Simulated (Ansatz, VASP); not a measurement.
Two plane-wave programs on CuO2

File INCAR:

```
SYSTEM = CuO2
ALGO = Normal ; EDIFF = 1E-6
ENCUT = 520 ; GGA = PE
ISIF = 2 ; ISMEAR = 0
ISPIN = 2 ; LASPH = .True.
LCHARG = .False. ; LDAU = .True.
LDAUJ = 0 0 ; LDAUL = 2 -1
LDAUPRINT = 1 ; LDAUTYPE = 2
LDAUU = 4 0 ; LMAXMIX = 4
LORBIT = 11 ; LREAL = .False.
LWAVE = .False. ; MAGMOM = 2.5 0 0
NBANDS = 22 ; NELM = 150
PREC = Accurate ; SIGMA = 0.1
```

The input KPOINTS:

```
k-points
0
Gamma
  14 14 14
  0 0 0
```

The input POSCAR:

```
CuO2
1.0
    0.0000000000      2.4441472340      2.4441472340
    2.4441472340      0.0000000000      2.4441472340
    2.4441472340      2.4441472340      0.0000000000
Cu O
1 2
Direct
    0.0000000000      0.0000000000      0.0000000000
    0.2500000000      0.2500000000      0.2500000000
    0.7500000000      0.7500000000      0.7500000000
```

Input for Ansatz:

```yaml
crystal:
  lattice:
    - [0.0, 2.444147234, 2.444147234]
    - [2.444147234, 0.0, 2.444147234]
    - [2.444147234, 2.444147234, 0.0]
  atoms:
    - { symbol: Cu, position: [0.0, 0.0, 0.0], spin: 2.5 }
    - { symbol: O, position: [0.25, 0.25, 0.25] }
    - { symbol: O, position: [0.75, 0.75, 0.75] }
basis:
  ecutwfc: 420
kpoints:
  mp_grid: { grid: [14, 14, 14] }
hamiltonian:
  xc: pbe
  hubbard: { sites: [{ species: Cu, l: d, u_eff: 4.0 }] }
scf:
  occupations: { method: gaussian, width: 0.1 }
output:
  forces: true
  stress: true
  eigenvalues: true
  populations: true
magnetization:
  spin_polarized: true
```

Alike in both runs: task single point; functional PBE; k mesh 14 × 14 × 14; occupations gaussian, width 0.1 eV; collinear spin; Hubbard terms Cu d U = 4.0 eV.

```csv
,VASP,Ansatz
version,VASP 6.6.1,Ansatz 0.2.0
potentials or method,"VASP PAW PBE potentials, release 64 (Cu, O), cutoff 520 eV","scalar-relativistic, plane waves, PAW"
valence electrons in the cell,23,31
```

|  | VASP | Ansatz | Ansatz less VASP |
| --- | --- | --- | --- |
| gap on the k mesh at the Fermi level (eV) | none | none | - |
| pressure (GPa) | -2.9 | 0.0 | +2.90 |
| net moment per atom (μB) | 0.81 | 0.76 | -0.049 |
| size of the moment on the site where the two differ most (μB) | 0.67 | 0.64 | -0.029 |

Site moments also hang on the region over which each program counts them. The programs project onto different local orbitals, so the same U acts differently, and such runs can settle in different states. A gap of «none» marks a metal or a gap that the smearing closes. VASP's potentials hold 23 valence electrons a cell and Ansatz's 31, so a difference there can come from the potentials and not from the codes. Ansatz's warnings: filled band counts differ across k points.
